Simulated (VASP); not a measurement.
# Pd (Fm-3m) in VASP: notebook

Pd is run at these levels: PBE; tasks: single point.

All numbers are computed with VASP 6.6.1; they aren't measurements. Logs are shortened: lines on timing, memory, paths and dates and some standing lists are left out, and cuts for length are marked.

## 1. The cell of the first run

Symmetry: Fm-3m, No. 225, cubic system. Conventional cell: a = 3.889 Å, b = 3.889 Å, c = 3.889 Å, α = 90.00°, β = 90.00°, γ = 90.00°. Within 3.6 Å of Pd (site symmetry m-3m) lie 12 Pd at 2.75 Å.

## 2. Single point, PBE

The input, INCAR:

```
SYSTEM = Pd
PREC = Accurate
ENCUT = 520
EDIFF = 1E-6
ISMEAR = -1
SIGMA = 0.06122561905347299
LREAL = .False.
LASPH = .True.
NELM = 80
ALGO = Normal
ISIF = 2
LWAVE = .False.
LCHARG = .False.
GGA = PE
NBANDS = 11
```

The input, KPOINTS:

```
regular mesh
0
Gamma
  24 24 24
  0 0 0
```

The input, POSCAR:

```
Pd
1.0
    0.0000000000      1.9444484056      1.9444484056
    1.9444484056      0.0000000000      1.9444484056
    1.9444484056      1.9444484056      0.0000000000
Pd
1
Direct
    0.0000000000      0.0000000000      0.0000000000
```

Potentials or basis: VASP PAW PBE potentials, release 64 (Pd).

Command:

```console
> cat potpaw_PBE.64/Pd/POTCAR > POTCAR
> mpirun -np 1 vasp_std > vasp.out
```

OUTCAR:

```text
SYSTEM = Pd
   PREC = Accurate
   ENCUT = 520
   EDIFF = 1E-6
   ISMEAR = -1
   LREAL = .False.
   LASPH = .True.
   NELM = 80
   ISIF = 2
   GGA = PE

 ion  position               nearest neighbor table
   1  0.000  0.000  0.000-

  LATTYP: Found a face centered cubic cell.
 ALAT       =     3.8888968112

  Lattice vectors:

 A1 = (   0.0000000000,   1.9444484056,   1.9444484056)
 A2 = (   1.9444484056,   0.0000000000,   1.9444484056)
 A3 = (   1.9444484056,   1.9444484056,   0.0000000000)

Analysis of symmetry for initial positions (statically):
=====================================================================
 Subroutine PRICEL returns:
 Original cell was already a primitive cell.

 Routine SETGRP: Setting up the symmetry group for a
 face centered cubic supercell.

 Subroutine GETGRP returns: Found 48 space group operations
 (whereof 48 operations were pure point group operations)
 out of a pool of 48 trial point group operations.

The static configuration has the point symmetry O_h .

Analysis of symmetry for dynamics (positions and initial velocities):
=====================================================================
 Subroutine PRICEL returns:
 Original cell was already a primitive cell.

 Routine SETGRP: Setting up the symmetry group for a
 face centered cubic supercell.

 Subroutine GETGRP returns: Found 48 space group operations
 (whereof 48 operations were pure point group operations)
 out of a pool of 48 trial point group operations.

The dynamic configuration has the point symmetry O_h .

 Subroutine INISYM returns: Found 48 space group operations
 (whereof 48 operations are pure point group operations),
 and found     1 'primitive' translations

----------------------------------------------------------------------------------------

                                     Primitive cell

  volume of cell :      14.7035

  direct lattice vectors                    reciprocal lattice vectors
     0.000000000  1.944448406  1.944448406    -0.257142333  0.257142333  0.257142333
     1.944448406  0.000000000  1.944448406     0.257142333 -0.257142333  0.257142333
     1.944448406  1.944448406  0.000000000     0.257142333  0.257142333 -0.257142333

  length of vectors
     2.749865307  2.749865307  2.749865307     0.445383586  0.445383586  0.445383586

  position of ions in fractional coordinates (direct lattice)
     0.000000000  0.000000000  0.000000000

  ion indices of the primitive-cell ions
   primitive index   ion index
                 1           1

----------------------------------------------------------------------------------------

 KPOINTS: regular mesh

Automatic generation of k-mesh.
 Grid dimensions read from file:
 generate k-points for:   24   24   24

 Generating k-lattice:

  Cartesian coordinates                     Fractional coordinates (reciprocal lattice)
    -0.010714264  0.010714264  0.010714264     0.041666667  0.000000000  0.000000000
     0.010714264 -0.010714264  0.010714264     0.000000000  0.041666667  0.000000000
     0.010714264  0.010714264 -0.010714264     0.000000000  0.000000000  0.041666667

  Length of vectors
     0.018557649  0.018557649  0.018557649

  Shift w.r.t. Gamma in fractional coordinates (k-lattice)
     0.000000000  0.000000000  0.000000000

 Subroutine IBZKPT returns following result:
 ===========================================

 Found    413 irreducible k-points:

 Following reciprocal coordinates:
            Coordinates               Weight
  0.000000  0.000000  0.000000      1.000000
  0.041667  0.000000  0.000000      8.000000
  0.083333  0.000000  0.000000      8.000000
  0.125000  0.000000  0.000000      8.000000
  0.166667  0.000000  0.000000      8.000000
  0.208333  0.000000  0.000000      8.000000
[... 16 lines left out ...]
  0.416667  0.041667  0.000000     24.000000
  0.458333  0.041667  0.000000     24.000000
 [... further k-points ...]
   k-points           NKPTS =    413   k-points in BZ     NKDIM =    413   number of bands    NBANDS=     11
   number of dos      NEDOS =    301   number of ions     NIONS =      1
   total plane-waves  NPLWV =   8000
   dimension x,y,z NGX =    20 NGY =   20 NGZ =   20
   dimension x,y,z NGXF=    40 NGYF=   40 NGZF=   40
   ions per type =               1
   NGX,Y,Z   is equivalent  to a cutoff of  12.09, 12.09, 12.09 a.u.
   NGXF,Y,Z  is equivalent  to a cutoff of  24.18, 24.18, 24.18 a.u.
 SYSTEM =  Pd
   PREC   = accura    normal or accurate (medium, high low for compatibility)
   ISTART =      0    job   : 0-new  1-cont  2-samecut
   ICHARG =      2    charge: 1-file 2-atom 10-const
   ISPIN  =      1    spin polarized calculation?
   LNONCOLLINEAR =      F non collinear calculations
   LSORBIT =      F    spin-orbit coupling
   LASPH  =      T    aspherical Exc in radial PAW
   ENCUT  =  520.0 eV  38.22 Ry    6.18 a.u.   5.11  5.11  5.11*2*pi/ulx,y,z
   NELM   =     80;   NELMIN=  2; NELMDL= -5     # of ELM steps
   EDIFF  = 0.1E-05   stopping-criterion for ELM
   LREAL  =      F    real-space projection
   EDIFFG = 0.1E-04   stopping-criterion for IOM
   NSW    =      0    number of steps for IOM
   IBRION =     -1    ionic relax: 0-MD 1-quasi-New 2-CG
   NFREE  =      0    steps in history (QN), initial steepest desc. (CG)
   ISIF   =      2    stress and relaxation
   ISYM   =      2    0-nonsym 1-usesym 2-fastsym
   POTIM  = 0.5000    time-step for ionic-motion
   TEBEG  =    0.0;   TEEND  =   0.0 temperature during run
   PSTRESS=    0.0 pullay stress
   NELECT =      10.0000    total number of electrons
   NUPDOWN=      -1.0000    fix difference up-down
   EMIN   =  10.00;   EMAX   =-10.00  energy-range for DOS
   EFERMI =   0.00;   METHOD = LEGACY
   ISMEAR =    -1;   SIGMA  =   0.06  broadening in eV -4-tet -1-fermi 0-gaus
   EFERMI_NEDOS =   21; number of points for ismear=-14 and -15
   IALGO  =     38    algorithm
   IMIX   =      4    mixing-type and parameters
     AMIX     =   0.40;   BMIX     =  1.00
     AMIX_MAG =   1.60;   BMIX_MAG =  1.00
  volume/ion in A,a.u.               =      14.70        99.22
  Fermi-wavevector in a.u.,A,eV,Ry     =   1.439688  2.720616 28.200820  2.072702
  Thomas-Fermi vector in A             =   2.558516
   LORBIT       =      0    0 simple, 1 ext, 2 COOP (PROOUT), +10 PAW based schemes
   GGA     = PE    functional components
   LHFCALC =     F    Hartree Fock is set to
   AEXX    =    0.0000 exact exchange contribution
   IVDW    =     0    specifies the selected vdW correction
   LEPSILON=     F    determine dielectric tensor
   LRPA    =     F    only Hartree local field effects (RPA)
 non-spin polarized calculation
  energy-cutoff  :      520.00
  volume of cell :       14.70
 maximum number of plane-waves:       415
   NGX = 11   NGY = 11   NGZ = 11

 number of electron      10.0000000 magnetization

 Free energy of the ion-electron system (eV)
  ---------------------------------------------------
  ext. energy  EPLUGINS =         0.00000000
  ---------------------------------------------------
  free energy    TOTEN  =        -5.21849619 eV

  energy without entropy =       -5.19216162  energy(sigma->0) =       -5.20532891

 E-fermi :   9.8498     XC(G=0): -13.2045

 val. band max:        9.8456559308   @ k =  -0.4583   0.2917   0.0000
 cond. band min:       9.8516145106   @ k =   0.5000   0.2500   0.0417
 fundamental gap:      0.0059585798
 Fermi energy:         9.8497829742

 k-point     1 :       0.0000    0.0000    0.0000
  band No.  band energies     occupation
      1       2.6726      2.00000
      2       6.9858      2.00000
      3       6.9858      2.00000
      4       6.9858      2.00000
      5       8.6040      2.00000
      6       8.6040      2.00000
      7      27.0316      0.00000
      8      31.8263      0.00000
      9      31.8263      0.00000
     10      31.8263      0.00000
     11      36.0566      0.00000

 k-point     2 :       0.0417    0.0000    0.0000
  band No.  band energies     occupation
      1       2.7363      2.00000
      2       6.9626      2.00000
      3       7.0083      2.00000
      4       7.0083      2.00000
      5       8.5928      2.00000
      6       8.5928      2.00000
      7      27.1015      0.00000
      8      31.3715      0.00000
      9      31.9001      0.00000
     10      31.9001      0.00000
     11      36.0908      0.00000

 k-point     3 :       0.0833    0.0000    0.0000
  band No.  band energies     occupation
      1       2.9235      2.00000
      2       6.8994      2.00000
      3       7.0711      2.00000
      4       7.0711      2.00000
      5       8.5648      2.00000
      6       8.5648      2.00000
      7      27.2860      0.00000
      8      30.3308      0.00000
      9      32.1153      0.00000
     10      32.1153      0.00000
     11      36.1237      0.00000

 k-point     4 :       0.1250    0.0000    0.0000
  band No.  band energies     occupation
      1       3.2216      2.00000
      2       6.8162      2.00000
      3       7.1588      2.00000
      4       7.1588      2.00000
      5       8.5370      2.00000
      6       8.5370      2.00000
      7      27.4718      0.00000
      8      29.1298      0.00000
      9      32.4513      0.00000
     10      32.4513      0.00000
     11      36.4031      0.00000
[... 239 lines left out ...]
 k-point    22 :       0.3750    0.0417    0.0000
  band No.  band energies     occupation
      1       4.6606      2.00000
      2       7.0484      2.00000
      3       7.1347      2.00000
      4       8.3457      2.00000
      5       9.4926      1.99416
      6       9.5797      1.97602
      7      20.3604      0.00000
      8      27.1048      0.00000
      9      31.4232      0.00000
     10      32.4706      0.00000
     11      36.2511      0.00000

 k-point    23 :       0.4167    0.0417    0.0000
  band No.  band energies     occupation
      1       4.6219      2.00000
      2       6.9738      2.00000
      3       7.0611      2.00000
      4       8.9172      2.00000
      5       9.6723      1.89560
      6      10.1415      0.01692
      7      18.9763      0.00000
      8      26.7741      0.00000
      9      31.0424      0.00000
     10      31.6973      0.00000
     11      36.1118      0.00000

 k-point    24 :       0.4583    0.0417    0.0000
  band No.  band energies     occupation
      1       4.5830      2.00000
      2       6.9235      2.00000
      3       7.0062      2.00000
      4       9.2765      1.99983
      5       9.7862      1.47683
      6      10.7830      0.00000
      7      17.8511      0.00000
      8      26.5471      0.00000
      9      30.8188      0.00000
     10      31.1093      0.00000
     11      36.1141      0.00000

 [... further k-points ...]
[... 5 lines left out ...]
  --------------------------------------------------------------------------------------
  -------------------------------------------------------------------------------------
  Total        0.6925129      0.6925129      0.6925129      0.0000000      0.0000000     -0.0000000
  in kB       75.4604158     75.4604158     75.4604158      0.0000000      0.0000000     -0.0000000
  external PRESSURE =      75.4604158 kB  Pullay stress =       0.0000000 kB

 VOLUME and BASIS-vectors are now :
 -----------------------------------------------------------------------------
  energy-cutoff  :      520.00
  volume of cell :       14.70
      direct lattice vectors                 reciprocal lattice vectors
     0.000000000  1.944448406  1.944448406    -0.257142333  0.257142333  0.257142333
     1.944448406  0.000000000  1.944448406     0.257142333 -0.257142333  0.257142333
     1.944448406  1.944448406  0.000000000     0.257142333  0.257142333 -0.257142333

 POSITION                                       TOTAL-FORCE (eV/Angst)
 -----------------------------------------------------------------------------------
      0.00000      0.00000      0.00000         0.000000      0.000000     -0.000000
 -----------------------------------------------------------------------------------
    total drift:                                0.000000      0.000000      0.000000

  FREE ENERGIE OF THE ION-ELECTRON SYSTEM (eV)
  ---------------------------------------------------
  free  energy   TOTEN  =        -5.2184961944 eV

  energy  without entropy=       -5.1921616223  energy(sigma->0) =       -5.20532891
```

Wall time 25 s (1 thread of Intel Xeon Platinum 8559C (Emerald Rapids), shared host); peak memory 0.17 GiB.

What came out:

```
Free energy            : -5.2185 eV
Pressure               : 7.5 GPa
Band gap on the k mesh : zero (band 5 reaches 10.13 eV, above the bottom of band 6 at 8.54 eV)
```

Levels at points of the mesh, in eV from the Fermi level:
| k point | band 3 | band 4 | band 5 | band 6 | band 7 | band 8 |
| --- | --- | --- | --- | --- | --- | --- |
| (0.00, 0.00, 0.00) | -2.86 | -2.86 | -1.25 | -1.25 | 17.18 | 21.98 |
| (0.50, 0.00, 0.00) | -2.91 | -0.04 | -0.04 | 1.00 | 7.34 | 16.54 |
| (0.50, 0.50, 0.00) | -0.07 | 0.28 | 0.28 | 3.34 | 10.79 | 13.22 |

## 3. Single point, PBE

This run uses another cell than the first one, of 15.01 Å³/atom, 1.021 times its volume.

The input, INCAR:

```
SYSTEM = Pd
PREC = Accurate
ENCUT = 520
EDIFF = 1E-6
ISMEAR = -1
SIGMA = 0.06122561905347299
LREAL = .False.
LASPH = .True.
NELM = 100
ALGO = Normal
ISIF = 2
LWAVE = .False.
LCHARG = .True.
GGA = PE
LELF = .True.
LVHAR = .True.
NBANDS = 11
```

KPOINTS is that of step 2.

The input, POSCAR:

```
Pd
1.0
    0.0000000000      1.9578588184      1.9578588184
    1.9578588184      0.0000000000      1.9578588184
    1.9578588184      1.9578588184      0.0000000000
Pd
1
Direct
    0.0000000000      0.0000000000      0.0000000000
```

Potentials or basis: VASP PAW PBE potentials, release 64 (Pd).

Command:

```console
> cat potpaw_PBE.64/Pd/POTCAR > POTCAR
> mpirun -np 1 vasp_std > vasp.out
```

Wall time 26 s (1 thread of Intel Xeon Platinum 8559C (Emerald Rapids), shared host); peak memory 0.19 GiB.

The run converged. Its results:

```
Free energy            : -5.2291 eV
Pressure               : 3.5 GPa
Band gap on the k mesh : zero (band 5 reaches 9.77 eV, above the bottom of band 6 at 8.23 eV)
```

Levels at points of the mesh, in eV from the Fermi level:
```csv
k point,band 2,band 3,band 4,band 5,band 6,band 7,band 8,band 9
"(0.00, 0.00, 0.00)",-2.77,-2.77,-2.77,-1.21,-1.21,17.17,21.85,21.85
"(0.50, 0.00, 0.00)",-2.82,-2.82,-0.04,-0.04,1.04,7.17,16.52,20.92
"(0.50, 0.50, 0.00)",-4.98,-0.07,0.27,0.27,3.34,10.58,13.10,13.10
```
